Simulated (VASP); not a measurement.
A run of VASP 6.6.1 is set up as follows.

Contents of INCAR:

```
PREC = Accurate ; ENCUT = 520
EDIFF = 1E-6 ; ISMEAR = 0
SIGMA = 0.1 ; LREAL = False
LASPH = True ; NELM = 60
ALGO = Normal ; ISIF = 2
LWAVE = False ; LCHARG = False
GGA = PS ; NBANDS = 49
```

File KPOINTS:

```
Automatic mesh
0
Gamma
  7 7 1
```

POSCAR

```
Te2Mo
1.0
    3.5624190000      0.0000000000      0.0000000000
   -1.7812090000      3.0851450000      0.0000000000
    0.0000000000      0.0000000000     31.5632660000
Te Mo
6 3
Direct
    0.0000000000      0.0000000000      0.9432380000
    0.3333330000      0.6666670000      0.7110140000
    0.3333330000      0.6666670000      0.1755960000
    0.3333330000      0.6666670000      0.8244040000
    0.3333330000      0.6666670000      0.2889860000
    0.0000000000      0.0000000000      0.0567620000
    0.0000000000      0.0000000000      0.7676940000
    0.0000000000      0.0000000000      0.2323060000
    0.3333330000      0.6666670000      0.0000000000
```

Potentials or basis: VASP PAW PBE potentials, release 64 (Te, Mo_sv).

Launch:

```bash
$ cat potpaw_PBE.64/Te/POTCAR potpaw_PBE.64/Mo_sv/POTCAR > POTCAR
$ mpirun -np 1 vasp_std > vasp.out
```

What does it give for the band gap on the k mesh?

1.13 eV (least direct gap 1.30 eV).

Estimate the largest force.

0.149 eV/Å.

Forces on the atoms (eV/Å):
```
Te   0.000  0.000  0.097
Te   0.000  0.000  0.149
Te   0.000  0.000  0.070
Te   0.000  0.000 -0.070
Te   0.000  0.000 -0.149
Te   0.000  0.000 -0.097
Mo   0.000  0.000 -0.011
Mo   0.000  0.000  0.011
Mo   0.000  0.000  0.000
```

Caveat: the PAW data sets were made with another functional, which shifts forces and pressure a little; spin-orbit coupling is left out, which moves the levels of the heavy elements.
